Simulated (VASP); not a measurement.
Here is a VASP 6.6.1 calculation.

Contents of INCAR:

```
  PREC = Accurate
  ENCUT = 520
  EDIFF = 1E-6
  ISMEAR = 0
  SIGMA = 0.15
  LREAL = F
  LASPH = T
  NELM = 80
  ALGO = Fast
  ISIF = 2
  LWAVE = F
  LCHARG = F
  GGA = PE
  NBANDS = 18
```

KPOINTS

```
Automatic mesh
0
Gamma
  18 18 14
```

File POSCAR:

```
CuAu
1.0
    2.9400000000      0.0000000000      0.0000000000
    0.0000000000      2.9400000000      0.0000000000
    0.0000000000      0.0000000000      3.5782500000
Cu Au
1 1
Direct
    0.5000000000      0.5000000000      0.5000000000
    0.0000000000      0.0000000000      0.0000000000
```

Potentials or basis: VASP PAW PBE potentials, release 64 (Cu, Au).

Command:

```bash
$ cat potpaw_PBE.64/Cu/POTCAR potpaw_PBE.64/Au/POTCAR > POTCAR
$ mpirun -np 1 vasp_std > vasp.out
```

(1) What does it give for the pressure?

(2) Predict the band gap on the k mesh.

Answers

(1) -4.0 GPa.

(2) zero (band 11 reaches 12.69 eV, above the bottom of band 12 at 5.90 eV).

Caveat: the cell differs from its parent crystal (strain +0.050 along x and y, -0.025 along z); spin-orbit coupling is left out, which moves the levels of the heavy elements.
